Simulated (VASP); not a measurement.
Input of a VASP 6.6.1 run:

Contents of POSCAR:

```
ZrB2
1.0
    3.1700000000      0.0000000000      0.0000000000
   -1.5850000000      2.7453005300      0.0000000000
    0.0000000000      0.0000000000      3.5330000000
Zr B
1 2
Direct
    0.0000000000      0.0000000000      0.0000000000
    0.3333333333      0.6666666667      0.5000000000
    0.6666666667      0.3333333333      0.5000000000
```

The input INCAR.step1:

```
SYSTEM = ZrB2
PREC = Accurate
ENCUT = 550
ISMEAR = -1
SIGMA = 0.2
LREAL = .FALSE.
LASPH = .TRUE.
NELM = 120
NBANDS = 16
GGA = PE
ALGO = Normal
EDIFF = 1E-5
LWAVE = .TRUE.
LCHARG = .FALSE.
GGA_COMPAT = .FALSE.
```

File INCAR.step2:

```
SYSTEM = ZrB2
PREC = Accurate
ENCUT = 550
EDIFF = 1E-6
ISMEAR = -1
SIGMA = 0.2
LREAL = .FALSE.
LASPH = .TRUE.
NELM = 120
ALGO = Normal
ISIF = 2
LWAVE = .FALSE.
LCHARG = .TRUE.
METAGGA = R2SCAN
LMIXTAU = .TRUE.
LELF = .TRUE.
LVHAR = .TRUE.
NBANDS = 16
ISTART = 1
GGA_COMPAT = .FALSE.
```

The input KPOINTS:

```
regular mesh
0
G
  7 7 5
  0 0 0
```

Potentials or basis: VASP PAW PBE potentials, release 64 (Zr_sv, B).

Command:

```console
$ cat potpaw_PBE.64/Zr_sv/POTCAR potpaw_PBE.64/B/POTCAR > POTCAR
$ cp INCAR.step1 INCAR
$ mpirun -np 1 vasp_std > vasp.out
$ cp INCAR.step2 INCAR
$ mpirun -np 1 vasp_std > vasp.out
```

Question: Predict the pressure.

Answer: 1.1 GPa.

Question: Estimate the band gap on the k mesh.

Answer: Zero (band 9 reaches 11.17 eV, above the bottom of band 10 at 10.33 eV).

Stress tensor (GPa, compression positive):
```
0.45 0.00 0.00
0.00 0.45 0.00
0.00 0.00 2.38
```

Caveat: the PAW data sets were made with another functional, which shifts forces and pressure a little.
